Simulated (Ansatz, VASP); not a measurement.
# Two plane-wave programs on Fe

```
CELL_PARAMETERS angstrom
0.00000 2.54712 2.54712
2.54712 0.00000 2.54712
2.54712 2.54712 0.00000
ATOMIC_POSITIONS crystal
Fe 0.12500 0.12500 0.12500
Fe 0.87500 0.87500 0.87500
```

Alike in both runs: task single point; functional revPBE; k mesh 13 × 13 × 13; occupations fermi-dirac, width 0.1 eV; no spin polarisation.

|  | VASP | Ansatz |
| --- | --- | --- |
| version | VASP 6.6.1 | Ansatz 0.2.0 |
| potentials or method | VASP PAW PBE potentials, release 64 (Fe), cutoff 520 eV | plane waves (420 eV) with PAW, scalar-relativistic |
| valence electrons in the cell | 16 | 32 |

|  | VASP | Ansatz | Ansatz less VASP |
| --- | --- | --- | --- |
| pressure (GPa) | -13.3 | -12.8 | +0.52 |

VASP's potentials were made for PBE, not for revPBE. VASP's potentials hold 16 valence electrons a cell and Ansatz's 32, so a difference there can come from the potentials and not from the codes.
